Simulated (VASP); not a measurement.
# SrO in VASP: settings compared

The runs below take SrO through single point, with PBE, r2SCAN, HSE06.

Program: VASP 6.6.1. These are calculated values, not measurements. Logs are shortened: lines on timing, memory, paths and dates and some standing lists are left out, and cuts for length are marked.

## 1. The cell of the first run

It takes space group Immm (No. 71, orthorhombic). Conventional cell: a = 3.639 Å, b = 3.658 Å, c = 5.160 Å, α = 90.00°, β = 90.00°, γ = 90.00°. Within 3.4 Å of Sr (site symmetry mmm) lie 6 O at 2.58 Å. O (site symmetry mmm) has 6 Sr at 2.58 Å within 3.4 Å.

## 2. Single point, PBE (shear xy strain +0.5%)

Input file INCAR:

```
SYSTEM = SrO
PREC = Accurate
ENCUT = 520
EDIFF = 1E-7
ISMEAR = -1
SIGMA = 0.02
LREAL = .FALSE.
LASPH = .TRUE.
NELM = 60
ALGO = Normal
ISIF = 2
LWAVE = .FALSE.
LCHARG = .FALSE.
GGA = PE
NBANDS = 15
```

Input file KPOINTS:

```
Automatic mesh
0
G
  8 8 8
  0 0 0
```

Input file POSCAR:

```
SrO
1.0
    0.0064497308      2.5798923265      2.5798923265
    2.5798923265      0.0064497308      2.5798923265
    2.5863420573      2.5863420573      0.0000000000
Sr O
1 1
Direct
    0.0000000000      0.0000000000      0.0000000000
    0.5000000000      0.5000000000      0.5000000000
```

Potentials or basis: VASP PAW PBE potentials, release 64 (Sr_sv, O).

Launch:

```bash
$ cat potpaw_PBE.64/Sr_sv/POTCAR potpaw_PBE.64/O/POTCAR > POTCAR
$ mpirun -np 1 vasp_std > vasp.out
```

OUTCAR:

```text
SYSTEM = SrO
   PREC = Accurate
   ENCUT = 520
   EDIFF = 1E-7
   ISMEAR = -1
   LREAL = .FALSE.
   LASPH = .TRUE.
   NELM = 60
   ISIF = 2
   GGA = PE

 ion  position               nearest neighbor table
   1  0.000  0.000  0.000-   2 2.58   2 2.58   2 2.58   2 2.58   2 2.58   2 2.58
   2  0.500  0.500  0.500-   1 2.58   1 2.58   1 2.58   1 2.58   1 2.58   1 2.58

  LATTYP: Found a body centered orthorhombic cell.
 ALAT       =     3.6393974208
 B/A-ratio  =     1.0050125313
 C/A-ratio  =     1.4177579573

  Lattice vectors:

 A1 = (   2.5798923265,   0.0064497308,  -2.5798923265)
 A2 = (  -2.5798923265,  -0.0064497308,  -2.5798923265)
 A3 = (   0.0064497308,   2.5798923265,   2.5798923265)

Analysis of symmetry for initial positions (statically):
=====================================================================
 Subroutine PRICEL returns:
 Original cell was already a primitive cell.

 Routine SETGRP: Setting up the symmetry group for a
 body centered orthorhombic supercell.

 Subroutine GETGRP returns: Found  8 space group operations
 (whereof  8 operations were pure point group operations)
 out of a pool of  8 trial point group operations.

The static configuration has the point symmetry D_2h.

Analysis of symmetry for dynamics (positions and initial velocities):
=====================================================================
 Subroutine PRICEL returns:
 Original cell was already a primitive cell.

 Routine SETGRP: Setting up the symmetry group for a
 body centered orthorhombic supercell.

 Subroutine GETGRP returns: Found  8 space group operations
 (whereof  8 operations were pure point group operations)
 out of a pool of  8 trial point group operations.

The dynamic configuration has the point symmetry D_2h.

 Subroutine INISYM returns: Found  8 space group operations
 (whereof  8 operations are pure point group operations),
 and found     1 'primitive' translations

----------------------------------------------------------------------------------------

                                     Primitive cell

  volume of cell :      34.3425

  direct lattice vectors                    reciprocal lattice vectors
     0.006449731  2.579892326  2.579892326    -0.194292269  0.194292269  0.193806538
     2.579892326  0.006449731  2.579892326     0.194292269 -0.194292269  0.193806538
     2.586342057  2.586342057  0.000000000     0.193323230  0.193323230 -0.193806538

  length of vectors
     3.648524418  3.648524418  3.657640014     0.336243878  0.336243878  0.335124927

  position of ions in fractional coordinates (direct lattice)
     0.000000000  0.000000000  0.000000000
     0.500000000  0.500000000  0.500000000

  ion indices of the primitive-cell ions
   primitive index   ion index
                 1           1
                 2           2

----------------------------------------------------------------------------------------

 KPOINTS: Automatic mesh

Automatic generation of k-mesh.
 Grid dimensions read from file:
 generate k-points for:    8    8    8

 Generating k-lattice:

  Cartesian coordinates                     Fractional coordinates (reciprocal lattice)
    -0.024286534  0.024286534  0.024225817     0.125000000  0.000000000  0.000000000
     0.024286534 -0.024286534  0.024225817     0.000000000  0.125000000  0.000000000
     0.024165404  0.024165404 -0.024225817     0.000000000  0.000000000  0.125000000

  Length of vectors
     0.042030485  0.042030485  0.041890616

  Shift w.r.t. Gamma in fractional coordinates (k-lattice)
     0.000000000  0.000000000  0.000000000

 Subroutine IBZKPT returns following result:
 ===========================================

 Found     95 irreducible k-points:

 Following reciprocal coordinates:
            Coordinates               Weight
  0.000000  0.000000  0.000000      1.000000
  0.125000 -0.000000  0.000000      4.000000
  0.250000 -0.000000  0.000000      4.000000
  0.375000 -0.000000  0.000000      4.000000
  0.500000 -0.000000  0.000000      2.000000
  0.125000  0.125000  0.000000      2.000000
[... 16 lines left out ...]
  0.125000 -0.000000  0.125000      4.000000
  0.250000 -0.000000  0.125000      8.000000
 [... further k-points ...]
   k-points           NKPTS =     95   k-points in BZ     NKDIM =     95   number of bands    NBANDS=     15
   number of dos      NEDOS =    301   number of ions     NIONS =      2
   total plane-waves  NPLWV =  21952
   dimension x,y,z NGX =    28 NGY =   28 NGZ =   28
   dimension x,y,z NGXF=    56 NGYF=   56 NGZF=   56
   ions per type =               1   1
   NGX,Y,Z   is equivalent  to a cutoff of  12.76, 12.76, 12.73 a.u.
   NGXF,Y,Z  is equivalent  to a cutoff of  25.52, 25.52, 25.45 a.u.
 SYSTEM =  SrO
   PREC   = accura    normal or accurate (medium, high low for compatibility)
   ISTART =      0    job   : 0-new  1-cont  2-samecut
   ICHARG =      2    charge: 1-file 2-atom 10-const
   ISPIN  =      1    spin polarized calculation?
   LNONCOLLINEAR =      F non collinear calculations
   LSORBIT =      F    spin-orbit coupling
   LASPH  =      T    aspherical Exc in radial PAW
   ENCUT  =  520.0 eV  38.22 Ry    6.18 a.u.   6.78  6.78  6.80*2*pi/ulx,y,z
   NELM   =     60;   NELMIN=  2; NELMDL= -5     # of ELM steps
   EDIFF  = 0.1E-06   stopping-criterion for ELM
   LREAL  =      F    real-space projection
   EDIFFG = 0.1E-05   stopping-criterion for IOM
   NSW    =      0    number of steps for IOM
   IBRION =     -1    ionic relax: 0-MD 1-quasi-New 2-CG
   NFREE  =      0    steps in history (QN), initial steepest desc. (CG)
   ISIF   =      2    stress and relaxation
   ISYM   =      2    0-nonsym 1-usesym 2-fastsym
   POTIM  = 0.5000    time-step for ionic-motion
   TEBEG  =    0.0;   TEEND  =   0.0 temperature during run
   PSTRESS=    0.0 pullay stress
   NELECT =      16.0000    total number of electrons
   NUPDOWN=      -1.0000    fix difference up-down
   EMIN   =  10.00;   EMAX   =-10.00  energy-range for DOS
   EFERMI =   0.00;   METHOD = LEGACY
   ISMEAR =    -1;   SIGMA  =   0.02  broadening in eV -4-tet -1-fermi 0-gaus
   EFERMI_NEDOS =   21; number of points for ismear=-14 and -15
   IALGO  =     38    algorithm
   IMIX   =      4    mixing-type and parameters
     AMIX     =   0.40;   BMIX     =  1.00
     AMIX_MAG =   1.60;   BMIX_MAG =  1.00
  volume/ion in A,a.u.               =      17.17       115.88
  Fermi-wavevector in a.u.,A,eV,Ry     =   1.269124  2.398297 21.914583  1.610676
  Thomas-Fermi vector in A             =   2.402182
   LORBIT       =      0    0 simple, 1 ext, 2 COOP (PROOUT), +10 PAW based schemes
   GGA     = PE    functional components
   LHFCALC =     F    Hartree Fock is set to
   AEXX    =    0.0000 exact exchange contribution
   IVDW    =     0    specifies the selected vdW correction
   LEPSILON=     F    determine dielectric tensor
   LRPA    =     F    only Hartree local field effects (RPA)
 non-spin polarized calculation
  energy-cutoff  :      520.00
  volume of cell :       34.34
 maximum number of plane-waves:       941
   NGX = 13   NGY = 13   NGZ = 13

 number of electron      15.9999998 magnetization

 Free energy of the ion-electron system (eV)
  ---------------------------------------------------
  ext. energy  EPLUGINS =         0.00000000
  ---------------------------------------------------
  free energy    TOTEN  =       -12.04779343 eV

  energy without entropy =      -12.04779343  energy(sigma->0) =      -12.04779343

 E-fermi :   2.1181     XC(G=0):  -9.9775

 val. band max:        1.6203742412   @ k =   0.0000   0.0000   0.0000
 cond. band min:       4.8852905725   @ k =   0.5000   0.5000   0.0000
 fundamental gap:      3.2649163312
 Fermi energy:         2.1181411974

 k-point     1 :       0.0000    0.0000    0.0000
  band No.  band energies     occupation
      1     -30.8108      2.00000
      2     -13.4626      2.00000
      3     -12.4605      2.00000
      4     -12.4593      2.00000
      5     -12.4581      2.00000
      6       1.6096      2.00000
      7       1.6149      2.00000
      8       1.6204      2.00000
      9       5.5241      0.00000
     10       7.7719      0.00000
     11       7.8023      0.00000
     12       7.8332      0.00000
     13       9.9465      0.00000
     14       9.9466      0.00000
     15      14.2758      0.00000

 k-point     2 :       0.1250   -0.0000    0.0000
  band No.  band energies     occupation
      1     -30.7916      2.00000
      2     -13.8305      2.00000
      3     -12.4723      2.00000
      4     -12.4713      2.00000
      5     -12.1380      2.00000
      6       1.1684      2.00000
      7       1.4143      2.00000
      8       1.4232      2.00000
      9       6.2197      0.00000
     10       7.6673      0.00000
     11       8.0754      0.00000
     12       8.1175      0.00000
     13      10.3467      0.00000
     14      10.3469      0.00000
     15      15.2691      0.00000

 k-point     3 :       0.2500   -0.0000    0.0000
  band No.  band energies     occupation
      1     -30.7449      2.00000
      2     -14.3956      2.00000
      3     -12.5009      2.00000
      4     -12.5005      2.00000
      5     -11.6889      2.00000
      6       0.3500      2.00000
      7       0.9927      2.00000
      8       1.0051      2.00000
      9       7.5729      0.00000
     10       7.7696      0.00000
     11       8.8990      0.00000
     12       8.9442      0.00000
     13      11.3475      0.00000
     14      11.3478      0.00000
     15      17.2364      0.00000

 k-point     4 :       0.3750   -0.0000    0.0000
  band No.  band energies     occupation
      1     -30.6975      2.00000
      2     -14.8152      2.00000
      3     -12.5300      2.00000
      4     -12.5282      2.00000
      5     -11.3853      2.00000
      6      -0.2962      2.00000
      7       0.6233      2.00000
      8       0.6387      2.00000
      9       7.8997      0.00000
     10       9.2792      0.00000
     11       9.9027      0.00000
     12       9.9508      0.00000
     13      12.5920      0.00000
     14      12.5958      0.00000
     15      17.0009      0.00000
[... 307 lines left out ...]
 k-point    22 :       0.0000    0.0000    0.1250
  band No.  band energies     occupation
      1     -30.7920      2.00000
      2     -13.8322      2.00000
      3     -12.4711      2.00000
      4     -12.4701      2.00000
      5     -12.1365      2.00000
      6       1.1623      2.00000
      7       1.4199      2.00000
      8       1.4289      2.00000
      9       6.2157      0.00000
     10       7.6412      0.00000
     11       8.0917      0.00000
     12       8.1336      0.00000
     13      10.3465      0.00000
     14      10.3468      0.00000
     15      15.2495      0.00000

 k-point    23 :       0.1250   -0.0000    0.1250
  band No.  band energies     occupation
      1     -30.7856      2.00000
      2     -13.8655      2.00000
      3     -12.5121      2.00000
      4     -12.5121      2.00000
      5     -12.0662      2.00000
      6       0.8644      2.00000
      7       1.5450      2.00000
      8       1.5451      2.00000
      9       6.2849      0.00000
     10       7.1293      0.00000
     11       8.4494      0.00000
     12       8.4499      0.00000
     13      10.1568      0.00000
     14      10.7458      0.00000
     15      15.5541      0.00000

 k-point    24 :       0.2500   -0.0000    0.1250
  band No.  band energies     occupation
      1     -30.7482      2.00000
      2     -14.2363      2.00000
      3     -12.5617      2.00000
      4     -12.5404      2.00000
      5     -11.8102      2.00000
      6       0.3700      2.00000
      7       1.2308      2.00000
      8       1.3302      2.00000
      9       6.8522      0.00000
     10       7.3038      0.00000
     11       9.1323      0.00000
     12       9.2738      0.00000
     13      10.7488      0.00000
     14      11.5753      0.00000
     15      17.2514      0.00000

 [... further k-points ...]
[... 5 lines left out ...]
  --------------------------------------------------------------------------------------
  -------------------------------------------------------------------------------------
  Total        0.5061295      0.5061295      0.5057582     -0.0580253      0.0000000      0.0000000
  in kB       23.6124055     23.6124055     23.5950828     -2.7070478      0.0000000      0.0000000
  external PRESSURE =      23.6066312 kB  Pullay stress =       0.0000000 kB

 VOLUME and BASIS-vectors are now :
 -----------------------------------------------------------------------------
  energy-cutoff  :      520.00
  volume of cell :       34.34
      direct lattice vectors                 reciprocal lattice vectors
     0.006449731  2.579892326  2.579892326    -0.194292269  0.194292269  0.193806538
     2.579892326  0.006449731  2.579892326     0.194292269 -0.194292269  0.193806538
     2.586342057  2.586342057  0.000000000     0.193323230  0.193323230 -0.193806538

 POSITION                                       TOTAL-FORCE (eV/Angst)
 -----------------------------------------------------------------------------------
      0.00000      0.00000      0.00000         0.000000      0.000000      0.000000
      2.58634      2.58634      2.57989        -0.000000     -0.000000      0.000000
 -----------------------------------------------------------------------------------
    total drift:                                0.000000      0.000000      0.000000

  FREE ENERGIE OF THE ION-ELECTRON SYSTEM (eV)
  ---------------------------------------------------
  free  energy   TOTEN  =       -12.0477934262 eV

  energy  without entropy=      -12.0477934262  energy(sigma->0) =      -12.04779343
```

Wall time 62 s (1 thread of Intel Xeon Platinum 8259CL at 2.50GHz (Skylake/Cascade Lake), shared host); peak memory 0.19 GiB.

What came out:

* Free energy: -12.0478 eV
* Pressure: 2.4 GPa
* Band gap on the k mesh: 3.26 eV, indirect (least direct gap 3.36 eV)

Stress tensor (GPa, compression positive):
```
 2.36 -0.27  0.00
-0.27  2.36  0.00
 0.00  0.00  2.36
```

Caveat: the cell differs from its parent crystal (shear xy strain +0.5%). A k mesh can miss the band edges.

(Part 1 of 2 ends here.)
